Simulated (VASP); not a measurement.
Wanted: the native input for a VASP 6.6.1 run.

```
Task                   : single point
Functional             : LDA
Potentials or basis    : VASP PAW LDA potentials, release 64 (Cu)
Cutoff                 : 520 eV
k mesh                 : 24 × 24 × 24
Occupations            : gaussian, width 0.15 eV
Spin                   : no spin polarisation
Dipole correction      : no
Further INCAR settings : ALGO = Fast; EDIFF = 1e-07; NBANDS = 12
```

The structure of Cu lies in POSCAR:

```
Cu
1.0
   -1.4658376017      1.4658376017      1.2207495547
    1.4658376017     -1.4658376017      1.2207495547
    1.4658376017      1.4658376017     -1.2207495547
Cu
1
Direct
    0.0000000000      0.0000000000      0.0000000000
```

The input as run:

INCAR

```
SYSTEM = Cu
ALGO = Fast ; EDIFF = 1E-7
ENCUT = 520 ; ISIF = 2
ISMEAR = 0 ; LASPH = .TRUE.
LCHARG = .FALSE. ; LREAL = .FALSE.
LWAVE = .FALSE. ; NBANDS = 12
NELM = 60 ; PREC = Accurate
SIGMA = 0.15
```

KPOINTS

```
k-points
0
G
  24 24 24
  0 0 0
```

Potentials or basis: VASP PAW LDA potentials, release 64 (Cu).

The run is started by

```sh
$ cat potpaw_LDA.64/Cu/POTCAR > POTCAR
$ mpirun -np 1 vasp_std > vasp.out
```

It gave:

```yaml
Pressure: 10.9 GPa
Band_gap_on_the_k_mesh: zero (an odd number of electrons rules out a gap without spin polarisation)
```

Caveat: the cell stands under pressure.

Run time: 72 s on 1 thread of AMD EPYC 9R45 96-Core Processor (Zen 5), on a shared host, peak memory 0.2 GiB.
